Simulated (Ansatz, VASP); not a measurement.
# One calculation of MgO, two programs

```
Mg O
1.0
     0.00000    2.14965    2.14965
     2.14965    0.00000    2.14965
     2.14965    2.14965    0.00000
Mg O
1 1
Direct
  0.00000 0.00000 0.00000
  0.50000 0.50000 0.50000
```

Alike in both runs: task single point; functional PBE; k mesh 8 × 8 × 8; occupations fermi-dirac, width 0.05 eV; no spin polarisation.

|  | VASP | Ansatz |
| --- | --- | --- |
| version | VASP 6.6.1 | Ansatz 0.2.0 |
| potentials or method | VASP PAW PBE potentials, release 64 (Mg, O), cutoff 600 eV | PAW, plane waves, scalar-relativistic |
| valence electrons in the cell | 8 | 16 |

Ansatz gave:

```
pressure (GPa) : -4.5
```

Estimate VASP's values.

pressure (GPa): -5.5.

VASP's potentials hold 8 valence electrons a cell and Ansatz's 16, so a difference there can come from the potentials and not from the codes.
